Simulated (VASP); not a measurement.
# TiOsC4N4 (P4/mmm) in VASP: a series of runs

TiOsC4N4 is run at these levels: PBE; tasks: single point.

Everything below comes from runs of VASP 6.6.1. Logs are shortened: lines on timing, memory, paths and dates and some standing lists are left out, and cuts for length are marked.

## 1. The cell of the first run

It takes space group P4/mmm (No. 123, tetragonal). The conventional cell has a = 7.203 Å, b = 7.203 Å, c = 4.336 Å, α = 90.00°, β = 90.00°, γ = 90.00°. Within 2.6 Å of Ti (site symmetry 4/mmm) lie 4 C at 1.94 Å. Within 2.6 Å of Os (site symmetry 4/mmm) lie 4 N at 1.99 Å. Within 1.6 Å of C (site symmetry m2m) lie 1 N at 1.17 Å. N (site symmetry m2m) has 1 C at 1.17 Å within 1.6 Å.

## 2. Single point, PBE, collinear spin

Input file INCAR:

```
SYSTEM = TiOsC4N4
PREC = Accurate
ENCUT = 520
EDIFF = 1E-6
ISMEAR = 0
SIGMA = 0.1
LREAL = .False.
LASPH = .True.
NELM = 150
ALGO = Normal
ISIF = 2
LWAVE = .False.
LCHARG = .False.
ISPIN = 2
MAGMOM = 1 1 0 0 0 0 0 0 0 0
LORBIT = 11
LMAXMIX = 4
GGA = PE
NBANDS = 43
```

Input file KPOINTS:

```
Automatic mesh
0
Gamma
  4 4 4
  0 0 0
```

Input file POSCAR:

```
TiOsC4N4
1.0
    7.2025896700      0.0000000000      0.0000000000
    0.0000000000      7.2025896700      0.0000000000
    0.0000000000      0.0000000000      4.3358892200
Ti Os C N
1 1 4 4
Direct
    0.0000000000      0.0000000000      0.0000000000
    0.5000000000      0.5000000000      0.0000000000
    0.1902611400      0.8097388600      0.0000000000
    0.8097388600      0.1902611400      0.0000000000
    0.1902611400      0.1902611400      0.0000000000
    0.8097388600      0.8097388600      0.0000000000
    0.3051246800      0.6948753200      0.0000000000
    0.6948753200      0.3051246800      0.0000000000
    0.3051246800      0.3051246800      0.0000000000
    0.6948753200      0.6948753200      0.0000000000
```

Potentials or basis: VASP PAW PBE potentials, release 64 (Ti_sv, Os, C, N).

Run with:

```sh
$ cat potpaw_PBE.64/Ti_sv/POTCAR potpaw_PBE.64/Os/POTCAR potpaw_PBE.64/C/POTCAR potpaw_PBE.64/N/POTCAR > POTCAR
$ mpirun -np 1 vasp_std > vasp.out
```

OUTCAR:

```text
SYSTEM = TiOsC4N4
   PREC = Accurate
   ENCUT = 520
   EDIFF = 1E-6
   ISMEAR = 0
   LREAL = .False.
   LASPH = .True.
   NELM = 150
   ISIF = 2
   ISPIN = 2
   LORBIT = 11
   GGA = PE

 ion  position               nearest neighbor table
   1  0.000  0.000  0.000-   3 1.94   4 1.94   5 1.94   6 1.94
   2  0.500  0.500  0.000-   7 1.99   8 1.99   9 1.99  10 1.99
   3  0.190  0.810  0.000-   7 1.17   1 1.94
   4  0.810  0.190  0.000-   8 1.17   1 1.94
   5  0.190  0.190  0.000-   9 1.17   1 1.94
   6  0.810  0.810  0.000-  10 1.17   1 1.94
   7  0.305  0.695  0.000-   3 1.17   2 1.99
   8  0.695  0.305  0.000-   4 1.17   2 1.99
   9  0.305  0.305  0.000-   5 1.17   2 1.99
  10  0.695  0.695  0.000-   6 1.17   2 1.99

  LATTYP: Found a simple tetragonal cell.
 ALAT       =     7.2025896700
 C/A-ratio  =     0.6019903144

  Lattice vectors:

 A1 = (   7.2025896700,   0.0000000000,   0.0000000000)
 A2 = (   0.0000000000,   7.2025896700,   0.0000000000)
 A3 = (   0.0000000000,   0.0000000000,   4.3358892200)

Analysis of symmetry for initial positions (statically):
=====================================================================
 Subroutine PRICEL returns:
 Original cell was already a primitive cell.

 Routine SETGRP: Setting up the symmetry group for a
 simple tetragonal supercell.

 Subroutine GETGRP returns: Found 16 space group operations
 (whereof 16 operations were pure point group operations)
 out of a pool of 16 trial point group operations.

The static configuration has the point symmetry D_4h.

Analysis of symmetry for dynamics (positions and initial velocities):
=====================================================================
 Subroutine PRICEL returns:
 Original cell was already a primitive cell.

 Routine SETGRP: Setting up the symmetry group for a
 simple tetragonal supercell.

 Subroutine GETGRP returns: Found 16 space group operations
 (whereof 16 operations were pure point group operations)
 out of a pool of 16 trial point group operations.

The dynamic configuration has the point symmetry D_4h.

Analysis of structural, dynamic, and magnetic symmetry:
=====================================================================
 Subroutine PRICEL returns:
 Original cell was already a primitive cell.

 Routine SETGRP: Setting up the symmetry group for a
 simple tetragonal supercell.

 Subroutine GETGRP returns: Found 16 space group operations
 (whereof 16 operations were pure point group operations)
 out of a pool of 16 trial point group operations.

The overall configuration has the point symmetry D_4h.

 Subroutine INISYM returns: Found 16 space group operations
 (whereof 16 operations are pure point group operations),
 and found     1 'primitive' translations

----------------------------------------------------------------------------------------

                                     Primitive cell

  volume of cell :     224.9342

  direct lattice vectors                    reciprocal lattice vectors
     7.202589670  0.000000000  0.000000000     0.138838952  0.000000000  0.000000000
     0.000000000  7.202589670  0.000000000     0.000000000  0.138838952  0.000000000
     0.000000000  0.000000000  4.335889220     0.000000000  0.000000000  0.230633199

  length of vectors
     7.202589670  7.202589670  4.335889220     0.138838952  0.138838952  0.230633199

  position of ions in fractional coordinates (direct lattice)
     0.000000000  0.000000000  0.000000000
     0.500000000  0.500000000  0.000000000
     0.190261140  0.809738860  0.000000000
     0.809738860  0.190261140  0.000000000
     0.190261140  0.190261140  0.000000000
     0.809738860  0.809738860  0.000000000
     0.305124680  0.694875320  0.000000000
     0.694875320  0.305124680  0.000000000
     0.305124680  0.305124680  0.000000000
     0.694875320  0.694875320  0.000000000

  ion indices of the primitive-cell ions
   primitive index   ion index
                 1           1
                 2           2
                 3           3
                 4           4
                 5           5
                 6           6
                 7           7
                 8           8
                 9           9
                10          10

----------------------------------------------------------------------------------------

 KPOINTS: Automatic mesh

Automatic generation of k-mesh.
 Grid dimensions read from file:
 generate k-points for:    4    4    4

 Generating k-lattice:

  Cartesian coordinates                     Fractional coordinates (reciprocal lattice)
     0.034709738  0.000000000  0.000000000     0.250000000  0.000000000  0.000000000
     0.000000000  0.034709738  0.000000000     0.000000000  0.250000000  0.000000000
     0.000000000  0.000000000  0.057658300     0.000000000  0.000000000  0.250000000

  Length of vectors
     0.034709738  0.034709738  0.057658300

  Shift w.r.t. Gamma in fractional coordinates (k-lattice)
     0.000000000  0.000000000  0.000000000

 Subroutine IBZKPT returns following result:
 ===========================================

 Found     18 irreducible k-points:

 Following reciprocal coordinates:
            Coordinates               Weight
  0.000000  0.000000  0.000000      1.000000
  0.250000  0.000000  0.000000      4.000000
  0.500000  0.000000  0.000000      2.000000
  0.250000  0.250000  0.000000      4.000000
  0.500000  0.250000  0.000000      4.000000
  0.500000  0.500000  0.000000      1.000000
[... 10 lines left out ...]
  0.500000  0.250000  0.500000      4.000000
  0.500000  0.500000  0.500000      1.000000
   k-points           NKPTS =     18   k-points in BZ     NKDIM =     18   number of bands    NBANDS=     43
   number of dos      NEDOS =    301   number of ions     NIONS =     10
   total plane-waves  NPLWV =  93312
   dimension x,y,z NGX =    54 NGY =   54 NGZ =   32
   dimension x,y,z NGXF=   108 NGYF=  108 NGZF=   64
   ions per type =               1   1   4   4
   NGX,Y,Z   is equivalent  to a cutoff of  12.46, 12.46, 12.27 a.u.
   NGXF,Y,Z  is equivalent  to a cutoff of  24.93, 24.93, 24.54 a.u.
 SYSTEM =  TiOsC4N4
   PREC   = accura    normal or accurate (medium, high low for compatibility)
   ISTART =      0    job   : 0-new  1-cont  2-samecut
   ICHARG =      2    charge: 1-file 2-atom 10-const
   ISPIN  =      2    spin polarized calculation?
   LNONCOLLINEAR =      F non collinear calculations
   LSORBIT =      F    spin-orbit coupling
   LASPH  =      T    aspherical Exc in radial PAW
   ENCUT  =  520.0 eV  38.22 Ry    6.18 a.u.  13.39 13.39  8.06*2*pi/ulx,y,z
   NELM   =    150;   NELMIN=  2; NELMDL= -5     # of ELM steps
   EDIFF  = 0.1E-05   stopping-criterion for ELM
   LREAL  =      F    real-space projection
   EDIFFG = 0.1E-04   stopping-criterion for IOM
   NSW    =      0    number of steps for IOM
   IBRION =     -1    ionic relax: 0-MD 1-quasi-New 2-CG
   NFREE  =      0    steps in history (QN), initial steepest desc. (CG)
   ISIF   =      2    stress and relaxation
   ISYM   =      2    0-nonsym 1-usesym 2-fastsym
   POTIM  = 0.5000    time-step for ionic-motion
   TEBEG  =    0.0;   TEEND  =   0.0 temperature during run
   PSTRESS=    0.0 pullay stress
   NELECT =      56.0000    total number of electrons
   NUPDOWN=      -1.0000    fix difference up-down
   EMIN   =  10.00;   EMAX   =-10.00  energy-range for DOS
   EFERMI =   0.00;   METHOD = LEGACY
   ISMEAR =     0;   SIGMA  =   0.10  broadening in eV -4-tet -1-fermi 0-gaus
   EFERMI_NEDOS =   21; number of points for ismear=-14 and -15
   IALGO  =     38    algorithm
   IMIX   =      4    mixing-type and parameters
     AMIX     =   0.40;   BMIX     =  1.00
     AMIX_MAG =   1.60;   BMIX_MAG =  1.00
  volume/ion in A,a.u.               =      22.49       151.79
  Fermi-wavevector in a.u.,A,eV,Ry     =   1.029878  1.946187 14.430994  1.060648
  Thomas-Fermi vector in A             =   2.163948
   LORBIT       =     11    0 simple, 1 ext, 2 COOP (PROOUT), +10 PAW based schemes
   GGA     = PE    functional components
   LHFCALC =     F    Hartree Fock is set to
   AEXX    =    0.0000 exact exchange contribution
   IVDW    =     0    specifies the selected vdW correction
   LEPSILON=     F    determine dielectric tensor
   LRPA    =     F    only Hartree local field effects (RPA)
 spin polarized calculation
 Gauss-broadening in eV      SIGMA  =   0.10
  energy-cutoff  :      520.00
  volume of cell :      224.93
 maximum number of plane-waves:      6084
 NGX is ok and might be reduce to    54
   NGX = 27   NGY = 27   NGZ = 17

 number of electron      55.9999988 magnetization       0.0476699

 number of electron      55.9999989 magnetization      -0.4522704

 Free energy of the ion-electron system (eV)
  ---------------------------------------------------
  ext. energy  EPLUGINS =         0.00000000
  ---------------------------------------------------
  free energy    TOTEN  =       -82.95884481 eV

  energy without entropy =      -82.94476569  energy(sigma->0) =      -82.95180525

 E-fermi :  -0.5859     XC(G=0):  -6.9216

 val. band max:       -0.6167236363   @ k =   0.2500   0.2500   0.5000
 cond. band min:      -0.5244628275   @ k =   0.5000   0.0000   0.2500
 fundamental gap:      0.0922608088
 Fermi energy:        -0.5859416233

 spin component 1

 k-point     1 :       0.0000    0.0000    0.0000
  band No.  band energies     occupation
      1     -57.4611      1.00000
      2     -33.9203      1.00000
      3     -33.7261      1.00000
      4     -33.7261      1.00000
      5     -18.9968      1.00000
      6     -18.7574      1.00000
[... 32 lines left out ...]
     39       5.3326      0.00000
[... 730 lines left out ...]
     39       5.1404      0.00000
     40       5.4450      0.00000
 Fermi energy:        -0.5859416233

 spin component 2

 k-point     1 :       0.0000    0.0000    0.0000
  band No.  band energies     occupation
      1     -57.8738      1.00000
      2     -34.4272      1.00000
      3     -34.0979      1.00000
      4     -34.0979      1.00000
      5     -19.0072      1.00000
      6     -18.7665      1.00000
[... 32 lines left out ...]
     39       5.1955      0.00000
[... 730 lines left out ...]
     39       5.0451      0.00000
     40       5.2479      0.00000
 [bands above 40 left out]

------------------------ aborting loop because EDIFF is reached ----------------------------------------

  FORCE on cell =-STRESS in cart. coord.  units (eV):
  Direction    XX          YY          ZZ          XY          YZ          ZX
  --------------------------------------------------------------------------------------
  -------------------------------------------------------------------------------------
  Total       12.4246038     12.4246038     -2.2898046      0.0000000      0.0000000     -0.0000000
  in kB       88.4988460     88.4988460    -16.3099820      0.0000000      0.0000000     -0.0000000
  external PRESSURE =      53.5625700 kB  Pullay stress =       0.0000000 kB

 VOLUME and BASIS-vectors are now :
 -----------------------------------------------------------------------------
  energy-cutoff  :      520.00
  volume of cell :      224.93
      direct lattice vectors                 reciprocal lattice vectors
     7.202589670  0.000000000  0.000000000     0.138838952  0.000000000  0.000000000
     0.000000000  7.202589670  0.000000000     0.000000000  0.138838952  0.000000000
     0.000000000  0.000000000  4.335889220     0.000000000  0.000000000  0.230633199

 POSITION                                       TOTAL-FORCE (eV/Angst)
 -----------------------------------------------------------------------------------
      0.00000      0.00000      0.00000         0.000000      0.000000      0.000000
      3.60129      3.60129      0.00000         0.000000      0.000000      0.000000
      1.37037      5.83222      0.00000         0.755591     -0.755591      0.000000
      5.83222      1.37037      0.00000        -0.755591      0.755591     -0.000000
      1.37037      1.37037      0.00000         0.755591      0.755591      0.000000
      5.83222      5.83222      0.00000        -0.755591     -0.755591     -0.000000
      2.19769      5.00490      0.00000         2.021615     -2.021615      0.000000
      5.00490      2.19769      0.00000        -2.021615      2.021615     -0.000000
      2.19769      2.19769      0.00000         2.021615      2.021615      0.000000
      5.00490      5.00490      0.00000        -2.021615     -2.021615     -0.000000
 -----------------------------------------------------------------------------------
    total drift:                                0.000000      0.000000      0.000000

  FREE ENERGIE OF THE ION-ELECTRON SYSTEM (eV)
  ---------------------------------------------------
  free  energy   TOTEN  =       -82.9588448087 eV

  energy  without entropy=      -82.9447656902  energy(sigma->0) =      -82.95180525

 total charge

# of ion       s       p       d       tot
------------------------------------------
    1        2.244   6.338   1.957  10.540
    2        0.581   0.647   5.985   7.213
    3        0.974   1.682   0.000   2.656
    4        0.974   1.682   0.000   2.656
    5        0.974   1.682   0.000   2.656
    6        0.974   1.682   0.000   2.656
    7        1.299   2.597   0.000   3.897
    8        1.299   2.597   0.000   3.897
    9        1.299   2.597   0.000   3.897
   10        1.299   2.597   0.000   3.897
--------------------------------------------------
tot         11.917  24.103   7.942  43.962

 magnetization (x)

# of ion       s       p       d       tot
------------------------------------------
    1       -0.010  -0.006  -0.412  -0.428
    2        0.006   0.000   0.203   0.208
    3        0.002   0.008   0.000   0.010
    4        0.002   0.008   0.000   0.010
    5        0.002   0.008   0.000   0.010
    6        0.002   0.008   0.000   0.010
    7       -0.001  -0.018   0.000  -0.018
    8       -0.001  -0.018   0.000  -0.018
    9       -0.001  -0.018   0.000  -0.018
   10       -0.001  -0.018   0.000  -0.018
--------------------------------------------------
tot          0.000  -0.045  -0.210  -0.254
```

Wall time 27 min (1 thread of Intel Xeon 8259CL, shared host); peak memory 0.56 GiB.

What came out:

| Quantity | Value |
| --- | --- |
| Free energy | -82.9588 eV |
| Pressure | 5.4 GPa |
| Largest force | 2.859 eV/Å |
| Net moment | -0.45 μB per cell |
| Site moments | Ti -0.43; Os +0.21; C +0.01; N -0.02 μB |
| Valence electrons inside the program's atomic spheres | Ti 10.54; Os 7.21; C 2.66; N 3.90 |

Forces in eV/Å, atoms in the order of the input:
```
Ti   0.000  0.000  0.000
Os   0.000  0.000  0.000
C    0.756 -0.756  0.000
C   -0.756  0.756  0.000
C    0.756  0.756  0.000
C   -0.756 -0.756  0.000
N    2.022 -2.022  0.000
N   -2.022  2.022  0.000
N    2.022  2.022  0.000
N   -2.022 -2.022  0.000
```

Levels at points of the mesh, in eV from the Fermi level:
Spin up:
```tsv
k point	band 26	band 27	band 28	band 29	band 30	band 31
(0.00, 0.00, 0.00)	-1.02	-0.84	-0.84	0.49	1.25	1.25
(0.50, 0.00, 0.00)	-0.60	-0.49	-0.35	0.16	0.47	0.50
(0.50, 0.50, 0.00)	-0.84	-0.84	-0.21	0.50	0.52	1.25
(0.00, 0.00, 0.50)	-1.09	-1.09	0.09	1.07	1.13	1.13
(0.50, 0.00, 0.50)	-0.49	-0.47	0.10	0.11	0.20	0.42
(0.50, 0.50, 0.50)	-1.07	-0.20	0.09	0.54	1.12	1.12
```
Spin down:
```tsv
k point	band 25	band 26	band 27	band 28	band 29	band 30	band 31	band 32
(0.00, 0.00, 0.00)	-1.89	-0.92	-0.84	-0.84	-0.15	1.05	1.05	1.30
(0.50, 0.00, 0.00)	-0.91	-0.47	-0.40	-0.21	-0.15	-0.09	0.17	0.34
(0.50, 0.50, 0.00)	-0.91	-0.83	-0.83	-0.14	-0.11	0.24	1.05	1.05
(0.00, 0.00, 0.50)	-1.85	-1.09	-1.09	0.22	0.89	0.95	0.95	1.20
(0.50, 0.00, 0.50)	-0.86	-0.38	-0.36	-0.16	-0.07	0.12	0.23	1.21
(0.50, 0.50, 0.50)	-1.08	-1.08	-0.10	0.22	0.26	0.94	0.94	1.19
```

Caveat: the k points lie up to 0.36 Å⁻¹ apart; a moment this small can come from the mesh or the smearing; spin-orbit coupling is left out, which moves the levels of the heavy elements; forces of over 1 eV/Å act on the atoms, so gaps and moduli don't describe the material at rest.

[end of part 1 of 2]
